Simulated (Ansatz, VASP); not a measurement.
# Two plane-wave programs on MgS

File INCAR:

```
SYSTEM = MgS
PREC     = Accurate       ! precision mode
ENCUT    = 520            ! plane-wave cutoff, eV
EDIFF    = 1E-6           ! SCF threshold, eV
ISMEAR   = -1             ! smearing method
SIGMA    = 0.02           ! smearing width, eV
LREAL    = .False.        ! projectors in reciprocal space
LASPH    = .True.         ! aspherical terms in the spheres
NELM     = 100            ! most SCF steps
ALGO     = Normal         ! electronic algorithm
ISIF     = 2              ! what is computed and relaxed
LWAVE    = .False.        ! write WAVECAR
LCHARG   = .False.        ! write CHGCAR
GGA      = PE             ! functional
NBANDS   = 11             ! bands
```

KPOINTS

```
Automatic mesh
0
Gamma
  8 8 8
  0 0 0
```

File POSCAR:

```
MgS
1.0
    0.1127252620      2.8476353761      2.8476353761
    2.8476353761      0.1127252620      2.8476353761
    2.8476353761      2.8476353761      0.1127252620
Mg S
1 1
Direct
    0.0037658601      0.0037658601      0.0037658601
    0.2462341399      0.2462341399      0.2462341399
```

Input for Ansatz:

```yaml
crystal:
  lattice:
    - [0.112725262, 2.8476353761, 2.8476353761]
    - [2.8476353761, 0.112725262, 2.8476353761]
    - [2.8476353761, 2.8476353761, 0.112725262]
  atoms:
    - { symbol: Mg, position: [0.0037658601, 0.0037658601, 0.0037658601] }
    - { symbol: S, position: [0.2462341399, 0.2462341399, 0.2462341399] }
kpoints:
  mp_grid: { grid: [8, 8, 8] }
  band_path:
    path:
      - [0.0, 0.0, 0.0]
      - [-0.5, -0.5, 0.0]
      - [-0.375, -0.375, 0.25]
      - [-0.375, 0.0, 0.375]
      - [0.0, 0.0, 0.5]
      - [-0.5, -0.25, 0.25]
    npoints: 1
hamiltonian:
  xc: pbe
scf:
  occupations: { method: fermi_dirac, width: 0.02 }
  n_extra_bands: 4
output:
  forces: true
  stress: true
  eigenvalues: true
```

Change from the starting cell: epitaxial_111 strain -3.4%.

Alike in both runs: task single point; functional PBE; k mesh 8 × 8 × 8; occupations fermi-dirac, width 0.02 eV; no spin polarisation.

|  | VASP | Ansatz |
| --- | --- | --- |
| version | VASP 6.6.1 | Ansatz 0.2.0 |
| potentials or method | VASP PAW PBE potentials, release 64 (Mg, S) | plane waves, PAW |
| plane-wave cutoff (eV) | 520 | 420 |
| valence electrons in the cell | 8 | 16 |

```csv
,VASP,Ansatz,Ansatz less VASP
gap on the k mesh at the Fermi level (eV),3.46,3.47,+0.008
pressure (GPa),3.6,3.8,+0.15
"traceless stress, the component that is largest in VASP (GPa)",-1.29,-1.28,+0.009
rms of the force components (eV/Å),0.008,0.008,+0.0004
```

Atom by atom the forces differ by 0.000 eV/Å (rms over components). VASP's potentials hold 8 valence electrons a cell and Ansatz's 16, so a difference there can come from the potentials and not from the codes.
